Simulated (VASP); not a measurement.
# Al (P6_3/mmc) in VASP: a series of runs, part 2 of 2

VASP 6.6.1. The steps go on from the part before.

## Step 4: Relaxation of cell and atoms, PBEsol

The input, INCAR:

```
  ALGO = Fast
  EDIFF = 1E-7
  EDIFFG = -0.01
  ENCUT = 600
  GGA = PS
  IBRION = 2
  ISIF = 3
  ISMEAR = -1
  LASPH = True
  LCHARG = False
  LREAL = False
  LWAVE = False
  NELM = 80
  NSW = 60
  PREC = Accurate
  SIGMA = 0.05
```

The input, KPOINTS:

```
k-points
0
Gamma
  11 11 3
```

The input, POSCAR:

```
Al
1.0
    2.8270770242      0.0000000000      0.0000000000
   -1.4135385121      2.4483205214      0.0000000000
    0.0000000000      0.0000000000      9.1859930700
Al
4
Direct
    0.6666666667      0.3333333333      0.7500000000
    0.0000000000      0.0000000000      0.5000000000
    0.3333333333      0.6666666667      0.2500000000
    0.0000000000      0.0000000000      0.0000000000
```

Potentials or basis: VASP PAW PBE potentials, release 64 (Al).

Launch:

```sh
cat potpaw_PBE.64/Al/POTCAR > POTCAR
mpirun -np 1 vasp_std > vasp.out
```

OUTCAR:

```text
EDIFF = 1E-7
   EDIFFG = -0.01
   ENCUT = 600
   GGA = PS
   IBRION = 2
   ISIF = 3
   ISMEAR = -1
   LASPH = True
   LREAL = False
   NELM = 80
   NSW = 60
   PREC = Accurate

 ion  position               nearest neighbor table
   1  0.667  0.333  0.750-   2 2.82   4 2.82   2 2.82   4 2.82   2 2.82   4 2.82
   2  0.000  0.000  0.500-   1 2.82   3 2.82   3 2.82   1 2.82   1 2.82   3 2.82
   3  0.333  0.667  0.250-   2 2.82   4 2.82   2 2.82   4 2.82   2 2.82   4 2.82
   4  0.000  0.000  0.000-   1 2.82   3 2.82   3 2.82   1 2.82   1 2.82   3 2.82

  LATTYP: Found a hexagonal cell.
 ALAT       =     2.8270770242
 C/A-ratio  =     3.2492899880

  Lattice vectors:

 A1 = (   2.8270770242,   0.0000000000,   0.0000000000)
 A2 = (  -1.4135385121,   2.4483205214,   0.0000000000)
 A3 = (   0.0000000000,   0.0000000000,   9.1859930700)

Analysis of symmetry for initial positions (statically):
[... 423 lines left out ...]
 fundamental gap:      0.0972228990
 Fermi energy:         8.1113964585

 k-point     1 :       0.0000    0.0000    0.0000
  band No.  band energies     occupation
      1      -3.1307      2.00000
      2      -1.4564      2.00000
      3      -1.4505      2.00000
      4       3.3828      2.00000
      5       3.5518      2.00000
      6      11.3287      0.00000
      7      11.3390      0.00000
      8      19.0508      0.00000
      9      19.0509      0.00000
     10      19.2079      0.00000
[... 287 lines left out ...]
 k-point    24 :       0.1818    0.0909    0.3333
  band No.  band energies     occupation
      1      -1.5298      2.00000
      2      -0.9749      2.00000
      3       1.2223      2.00000
      4       2.8460      2.00000
      5       7.0785      2.00000
      6       9.5849      0.00000
      7      11.3801      0.00000
      8      11.8649      0.00000
      9      13.3129      0.00000
     10      13.5042      0.00000

 [... further k-points ...]
[... 5 lines left out ...]
  --------------------------------------------------------------------------------------
  -------------------------------------------------------------------------------------
  Total        0.0134846      0.0134846      0.0164512      0.0000000     -0.0000000     -0.0000000
  in kB        0.3320505      0.3320505      0.4051001      0.0000000     -0.0000000     -0.0000000
  external PRESSURE =       0.3564004 kB  Pullay stress =       0.0000000 kB
[... 19 lines left out ...]
  FREE ENERGIE OF THE ION-ELECTRON SYSTEM (eV)
  ---------------------------------------------------
  free  energy   TOTEN  =       -16.3649645903 eV

  energy  without entropy=      -16.3561265605  energy(sigma->0) =      -16.36054558

 reached required accuracy - stopping structural energy minimisation
```

OSZICAR:

```text
N       E                     dE             d eps       ncg     rms          rms(c)
DAV:   1     0.879853739471E+01    0.87985E+01   -0.47225E+03   640   0.104E+03
DAV:   2    -0.155247227265E+02   -0.24323E+02   -0.23354E+02   856   0.106E+02
DAV:   3    -0.164570662355E+02   -0.93234E+00   -0.85273E+00   916   0.179E+01
DAV:   4    -0.164677090707E+02   -0.10643E-01   -0.10627E-01   848   0.168E+00
[... 47 lines left out ...]
       N       E                     dE             d eps       ncg     rms          rms(c)
DAV:   1    -0.163649704436E+02   -0.53150E-04   -0.87536E-04   754   0.193E-01    0.242E-02
RMM:   2    -0.163649664872E+02    0.39564E-05   -0.55989E-06   640   0.190E-02    0.111E-02
RMM:   3    -0.163649645108E+02    0.19764E-05   -0.16364E-06   643   0.962E-03    0.318E-03
RMM:   4    -0.163649645903E+02   -0.79469E-07   -0.53910E-07   605   0.571E-03
   7 F= -.16364965E+02 E0= -.16360546E+02  d E =-.473844E-04
```

Wall time 39 s (1 thread of Intel Xeon 6975P-C (Granite Rapids), shared host); peak memory 0.2 GiB.

Results:

- Free energy: -16.3650 eV
- Relaxed volume: 16.27 Å³/atom
- Relaxed cell: a = 2.832 Å, b = 2.832 Å, c = 9.365 Å, α = 90.00°, β = 90.00°, γ = 120.00°
- Space group after relaxing (to 0.05 Å): P6_3/mmc (No. 194)
- Energy gained by relaxing: 3.8 meV/atom
- Ionic steps: 7
- Pressure after relaxing: 0.0 GPa
- Band gap on the k mesh: zero (band 6 reaches 11.78 eV, above the bottom of band 7 at 6.27 eV)

Step by step:
```tsv
step	energy change (eV)	largest force (eV/Å)	pressure (GPa)	volume (Å³)
1	0.0000	0.0000	2.02	63.58
2	-0.0132	0.0000	-0.42	65.44
3	-0.0132	0.0000	-0.27	65.32
4	-0.0149	0.0000	-0.17	65.23
5	-0.0150	0.0000	-0.14	65.20
6	-0.0150	0.0000	-0.14	65.20
7	-0.0150	0.0000	0.04	65.06
```

Final structure:
```yaml
crystal:
  lattice:
    - [2.83236, 0.00000, 0.00000]
    - [-1.41618, 2.45289, 0.00000]
    - [0.00000, 0.00000, 9.36524]
  atoms:
    - { symbol: Al, position: [0.66667, 0.33333, 0.75000] }
    - { symbol: Al, position: [0.00000, 0.00000, 0.50000] }
    - { symbol: Al, position: [0.33333, 0.66667, 0.25000] }
    - { symbol: Al, position: [0.00000, 0.00000, 0.00000] }
```

Caveat: the PAW data sets were made with another functional, which shifts forces and pressure a little.

## Step 5: Summary

| task | cell | cutoff (eV) | gap on the mesh (eV) | pressure (GPa) |
| --- | --- | --- | --- | --- |
| single point | a = 2.810, b = 2.810, c = 9.293 Å, angles 90.0, 90.0, 120.0°, 4 atoms | 520 | none | 2.1 |
| single point | a = 2.832, b = 2.832, c = 9.364 Å, angles 90.0, 90.0, 120.0°, 4 atoms | 520 | none | 0.1 |
| relaxation of cell and atoms | relaxed from a = 2.827, b = 2.827, c = 9.186 Å, angles 90.0, 90.0, 120.0°, 4 atoms | 600 | none | 0.0 |

Alike in all rows: level PBEsol; potentials or basis VASP PAW PBE potentials, release 64 (Al); no spin polarisation; k mesh 11 × 11 × 3; smearing fermi-dirac 0.05 eV.

Caveats: the PAW data sets were made with another functional, which shifts forces and pressure a little.

Total energies depend on the potentials used, so only differences within one code and one set of settings carry meaning.
